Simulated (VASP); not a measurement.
Write the native input for VASP 6.6.1 that does the following.

```yaml
Task: single point
Functional: PBEsol
Potentials_or_basis: VASP PAW PBE potentials, release 64 (Sn_d, S)
Cutoff: 500 eV
k_mesh: 5 × 5 × 3
Occupations: gaussian, width 0.01 eV
Spin: no spin polarisation
Dipole_correction: no
Further_INCAR_settings: ALGO = Normal; EDIFF = 1e-06; NBANDS = 20
```

The structure of SnS2 (Berndtite-2T) lies in POSCAR:

```
SnS2
1.0
    3.6390000000      0.0000000000      0.0000000000
   -1.8195000000      3.1514664400      0.0000000000
    0.0000000000      0.0000000000      5.8680000000
Sn S
1 2
Direct
    0.0000000000      0.0000000000      0.0000000000
    0.3333333333      0.6666666667      0.2500000000
    0.6666666667      0.3333333333      0.7500000000
```

One way to write it, as run:

INCAR

```
PREC     = Accurate       # precision mode
ENCUT    = 500            # plane-wave cutoff, eV
EDIFF    = 1E-6           # SCF threshold, eV
ISMEAR   = 0              # smearing method
SIGMA    = 0.01           # smearing width, eV
LREAL    = F              # projectors in reciprocal space
LASPH    = T              # aspherical terms in the spheres
NELM     = 120            # most SCF steps
ALGO     = Normal         # electronic algorithm
ISIF     = 2              # what is computed and relaxed
LWAVE    = F              # write WAVECAR
LCHARG   = F              # write CHGCAR
GGA      = PS             # functional
NBANDS   = 20             # bands
GGA_COMPAT= F
```

KPOINTS

```
regular mesh
0
Gamma
  5 5 3
```

Potentials or basis: VASP PAW PBE potentials, release 64 (Sn_d, S).

Launch:

```sh
$ cat potpaw_PBE.64/Sn_d/POTCAR potpaw_PBE.64/S/POTCAR > POTCAR
$ mpirun -np 1 vasp_std > vasp.out
```

Results of the run:

| Quantity | Value |
| --- | --- |
| Pressure | 1.2 GPa |
| Largest force | 0.070 eV/Å |
| Band gap on the k mesh | 1.38 eV, indirect (least direct gap 1.90 eV) |

Caveat: the PAW data sets were made with another functional, which shifts forces and pressure a little; spin-orbit coupling is left out, which moves the levels of the heavy elements; this functional lacks dispersion, which binds the layers, so the pressure and a relaxed spacing across them are unreliable.

It took 13 s on 1 thread of Intel Xeon 6975P-C, with other jobs on the host, peak memory 0.18 GiB.
